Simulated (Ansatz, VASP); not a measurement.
## One calculation of TiN, two programs

The input INCAR:

```
SYSTEM = TiN
PREC     = Accurate       ! precision mode
ENCUT    = 520            ! plane-wave cutoff, eV
EDIFF    = 1E-6           ! SCF threshold, eV
ISMEAR   = -1             ! smearing method
SIGMA    = 0.05           ! smearing width, eV
LREAL    = .False.        ! projectors in reciprocal space
LASPH    = .True.         ! aspherical terms in the spheres
NELM     = 100            ! most SCF steps
ALGO     = Normal         ! electronic algorithm
ISIF     = 2              ! what is computed and relaxed
LWAVE    = .False.        ! write WAVECAR
LCHARG   = .False.        ! write CHGCAR
GGA      = PE             ! functional
NBANDS   = 16             ! bands
```

The input KPOINTS:

```
regular mesh
0
Gamma
  13 13 13
  0 0 0
```

The input POSCAR:

```
TiN
1.0
    0.0000000000      2.1360533897      2.1360533897
    2.1360533897      0.0000000000      2.1360533897
    2.1360533897      2.1360533897      0.0000000000
Ti N
1 1
Direct
    0.0000000000      0.0000000000      0.0000000000
    0.5000000000      0.5000000000      0.5000000000
```

Input for Ansatz:

```yaml
crystal:
  lattice:
    - [0.0, 2.1360533897, 2.1360533897]
    - [2.1360533897, 0.0, 2.1360533897]
    - [2.1360533897, 2.1360533897, 0.0]
  atoms:
    - { symbol: Ti, position: [0.0, 0.0, 0.0] }
    - { symbol: "N", position: [0.5, 0.5, 0.5] }
kpoints:
  mp_grid: { grid: [13, 13, 13] }
  band_path:
    path:
      - [0.0, 0.0, 0.0]
      - [0.5, 0.0, 0.5]
      - [0.625, 0.25, 0.625]
      - [0.375, 0.375, 0.75]
      - [0.0, 0.0, 0.0]
      - [0.5, 0.5, 0.5]
      - [0.5, 0.25, 0.75]
      - [0.5, 0.0, 0.5]
    npoints: 5
scf:
  occupations: { method: fermi_dirac, width: 0.05 }
hamiltonian:
  xc: pbe
  pseudopotentials: { kind: all_electron, lapw: { basis_error: 0.0005 } }
output:
  forces: true
  stress: true
  eigenvalues: true
```

Change from the starting cell: volume scaled by 1.02.

Alike in both runs: task single point; functional PBE; k mesh 13 × 13 × 13; occupations fermi-dirac, width 0.05 eV; no spin polarisation.

|  | VASP | Ansatz |
| --- | --- | --- |
| version | VASP 6.6.1 | Ansatz 0.2.0 |
| potentials or method | VASP PAW PBE potentials, release 64 (Ti_sv, N), cutoff 520 eV | all-electron LAPW, scalar-relativistic |

Ansatz gave:

* pressure (GPa): -4.8

Q: Which values does VASP return?

A: Pressure (GPa): -4.3.

Ansatz ran all-electron here, and VASP with PAW potentials.
